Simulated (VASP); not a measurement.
Runs of VASP 6.6.1 on Ca. The structure is that of space group I4/mmm (No. 139), or close to it. The cells are those of the table. 

```csv
cell,gap on the mesh (eV),pressure (GPa)
"a = 3.952, b = 4.154, c = 4.154 Å, angles 56.8, 61.6, 61.6°, 1 atom",none,(b)
"a = 3.952, b = 4.128, c = 4.128 Å, angles 57.2, 61.4, 61.4°, 1 atom",none,-1.7
"a = 3.952, b = 4.102, c = 4.102 Å, angles 57.6, 61.2, 61.2°, 1 atom",none,-1.5
"a = 3.952, b = 3.806, c = 3.806 Å, angles 62.5, 58.7, 58.7°, 1 atom",none,0.8
"a = 3.952, b = 3.854, c = 3.854 Å, angles 61.7, 59.2, 59.2°, 1 atom",none,0.3
"a = 3.952, b = 3.759, c = 3.759 Å, angles 63.4, 58.3, 58.3°, 1 atom",none,(a)
```

Alike in all rows: task single point; level PBE; potentials or basis VASP PAW PBE potentials, release 64 (Ca_sv); no spin polarisation; k mesh 14 × 14 × 14; cutoff (eV) 520; smearing gaussian 0.15 eV.

Problem. Estimate the missing entries.

Solution. (a) 1.4; (b) -1.8.

A gap of «none» marks levels without a gap at the run's occupations.
